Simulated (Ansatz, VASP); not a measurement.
**Ta: VASP beside Ansatz**

Contents of INCAR:

```
SYSTEM = Ta
  ALGO = Fast
  EDIFF = 1E-7
  ENCUT = 520
  GGA = PE
  ISIF = 2
  ISMEAR = 0
  LASPH = .True.
  LCHARG = .False.
  LREAL = .False.
  LWAVE = .False.
  NBANDS = 18
  NELM = 80
  PREC = Accurate
  SIGMA = 0.1
```

Contents of KPOINTS:

```
k-points
0
Gamma
  16 16 16
  0 0 0
```

Contents of POSCAR:

```
Ta
1.0
    3.3190623908      0.0000000000      0.0000000000
    0.0000000000      3.3190623908      0.0000000000
    0.0000000000      0.0000000000      3.3854436386
Ta
2
Direct
    0.0000000000      0.0000000000      0.0000000000
    0.5000000000      0.5000000000      0.5000000000
```

Input for Ansatz:

```yaml
crystal:
  lattice:
    - [3.3190623908, 0.0, 0.0]
    - [0.0, 3.3190623908, 0.0]
    - [0.0, 0.0, 3.3854436386]
  atoms:
    - { symbol: Ta, position: [0.0, 0.0, 0.0] }
    - { symbol: Ta, position: [0.5, 0.5, 0.5] }
basis:
  ecutwfc: 420
kpoints:
  mp_grid: { grid: [16, 16, 16] }
hamiltonian:
  xc: pbe
scf:
  occupations: { method: gaussian, width: 0.1 }
output:
  forces: true
  stress: true
  eigenvalues: true
```

Change from the starting cell: strain along c alone, the other axes held, atoms relaxed: +2.0 %.

Alike in both runs: task single point; functional PBE; k mesh 16 × 16 × 16; occupations gaussian, width 0.1 eV; no spin polarisation.

```csv
,VASP,Ansatz
version,VASP 6.6.1,Ansatz 0.2.0
potentials or method,"VASP PAW PBE potentials, release 64 (Ta_pv), cutoff 520 eV","scalar-relativistic, plane waves, PAW"
valence electrons in the cell,22,26
```

|  | VASP | Ansatz | Ansatz less VASP |
| --- | --- | --- | --- |
| gap on the k mesh at the Fermi level (eV) | none | none | - |
| pressure (GPa) | -3.5 | -3.6 | -0.07 |
| traceless stress, the component that is largest in VASP (GPa) | -1.19 | -1.19 | -0.001 |

A gap of «none» marks a metal or a gap that the smearing closes. VASP's potentials hold 22 valence electrons a cell and Ansatz's 26, so a difference there can come from the potentials and not from the codes.

Spin-orbit coupling is off throughout.
